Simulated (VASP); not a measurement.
## SnSe2: relaxation of cell and atoms with PBE

SnSe2:

```
Sn Se
1.0
     3.81100    0.00000    0.00000
    -1.90550    3.30042    0.00000
     0.00000    0.00000    6.13600
Sn Se
1 2
Direct
  0.00000 0.00000 0.00000
  0.33333 0.66667 0.24900
  0.66667 0.33333 0.75100
```

```yaml
Program: VASP 6.6.1
Task: relaxation of cell and atoms
Functional: PBE
Potentials_or_basis: VASP PAW PBE potentials, release 64 (Sn_d, Se)
Cutoff: 600 eV
k_mesh: 12 × 12 × 4
Occupations: fermi-dirac, width 0.02 eV
Spin: no spin polarisation
Dipole_correction: no
Further_INCAR_settings: ALGO = Normal; EDIFF = 1e-07; IBRION = 2; EDIFFG = -0.01; NSW = 80; ISIF = 3
```

| Item | Value |
| --- | --- |
| Relaxed volume | 29.84 Å³/atom |
| Relaxed cell | a = 3.874 Å, b = 3.874 Å, c = 6.888 Å, α = 90.00°, β = 90.00°, γ = 120.00° |
| Space group after relaxing (to 0.1 Å) | P-3m1 (No. 164) |
| Energy gained by relaxing | 41.7 meV/atom |
| Ionic steps | 20 |
| Pressure after relaxing | 0.0 GPa |
| Band gap on the k mesh | 0.69 eV (least direct gap 1.09 eV) |

The path:
| step | energy change (eV) | largest force (eV/Å) | pressure (GPa) | volume (Å³) |
| --- | --- | --- | --- | --- |
| 1 | 0.0000 | 0.8082 | 5.63 | 77.18 |
| 2 | -0.0417 | 0.6271 | -3.33 | 87.71 |
| 3 | -0.1089 | 0.0644 | -0.01 | 82.76 |
| 4 | -0.1089 | 0.0494 | 0.08 | 82.65 |
| 5 | -0.1101 | 0.0628 | 0.10 | 82.74 |
| 6 | -0.1123 | 0.1029 | 0.15 | 82.99 |
| 7 | -0.1126 | 0.1229 | 0.18 | 83.11 |
| 8 | -0.1135 | 0.1186 | 0.16 | 83.32 |
| 9 | -0.1160 | 0.1057 | 0.10 | 83.96 |
| 10 | -0.1199 | 0.0780 | 0.00 | 85.24 |
| 11 | -0.1239 | 0.0166 | -0.10 | 87.83 |
| 12 | -0.1243 | 0.0085 | -0.12 | 88.87 |
| 13 | -0.1248 | 0.0360 | 0.27 | 89.08 |
| 14 | -0.1249 | 0.0276 | 0.14 | 89.02 |
| 15 | -0.1247 | 0.0676 | -0.13 | 89.95 |
| 16 | -0.1251 | 0.0097 | 0.03 | 89.39 |
| 17 | -0.1251 | 0.0137 | -0.05 | 89.59 |
| 18 | -0.1251 | 0.0124 | -0.02 | 89.53 |
| 19 | -0.1251 | 0.0072 | 0.03 | 89.52 |
| 20 | -0.1251 | 0.0013 | 0.01 | 89.52 |

Final structure:
```
CELL_PARAMETERS angstrom
3.87388 0.00000 0.00000
-1.93694 3.35488 0.00000
0.00000 0.00000 6.88833
ATOMIC_POSITIONS crystal
Sn 0.00000 0.00000 0.00000
Se 0.33333 0.66667 0.23160
Se 0.66667 0.33333 0.76840
```

Levels at points of the mesh, in eV from the valence-band top:
```
           k point  band 10  band 11  band 12  band 13  band 14  band 15  band 16  band 17
(0.00, 0.00, 0.00)    -0.47    -0.46    -0.13    -0.13     1.06     3.08     4.59     4.59
(0.50, 0.00, 0.00)    -2.41    -2.19    -0.82    -0.27     0.95     3.87     5.53     5.67
(0.00, 0.00, 0.50)    -0.50    -0.50    -0.08    -0.08     2.02     3.00     4.50     4.50
(0.50, 0.00, 0.50)    -2.13    -2.02    -0.63    -0.40     0.69     4.21     4.88     5.76
```

Wall time 33 min on 1 thread of Intel Xeon 8259CL, with other jobs on the host, peak memory 0.3 GiB.

Caveat: the volume moved by over 15 % at a fixed basis, so the end points are rough; spin-orbit coupling is left out, which moves the levels of the heavy elements; this functional lacks dispersion, which binds the layers, so the pressure and a relaxed spacing across them are unreliable. PBE usually gives volumes a little too large and moduli too small.
